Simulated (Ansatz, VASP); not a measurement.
CO2: VASP beside Ansatz

```
O C
1.0
    -1.97473    1.97473    3.13462
     1.97473   -1.97473    3.13462
     1.97473    1.97473   -3.13462
O C
4 2
Direct
  0.87500 0.95980 0.58480
  0.37500 0.29020 0.41520
  0.04020 0.62500 0.91520
  0.70980 0.12500 0.08480
  0.00000 0.00000 0.00000
  0.75000 0.25000 0.50000
```

Alike in both runs: functional PBEsol; k mesh 8 × 8 × 8; occupations fermi-dirac, width 0.05 eV; no spin polarisation.

|  | VASP | Ansatz |
| --- | --- | --- |
| version | VASP 6.6.1 | Ansatz 0.2.0 |
| potentials or method | VASP PAW PBE potentials, release 64 (O, C) | Ansatz PAW |
| plane-wave cutoff (eV) | 520 | 420 |
| valence electrons in the cell | 32 | 32 |
| task | single point | band structure |

```csv
,VASP,Ansatz,Ansatz less VASP
gap on the k mesh at the Fermi level (eV),7.27,7.32,+0.050
least direct gap on the mesh (eV),7.61,7.66,+0.047
pressure (GPa),-13.7,-15.2,-1.51
"traceless stress, the component that is largest in VASP (GPa)",-5.19,-5.16,+0.030
rms of the force components (eV/Å),0.202,0.244,+0.0415
```

VASP's potentials were made for PBE, not for PBEsol. Atom by atom the forces differ by 0.042 eV/Å (rms over components).

Noted on Ansatz's run: Pulay correction over one GPa.
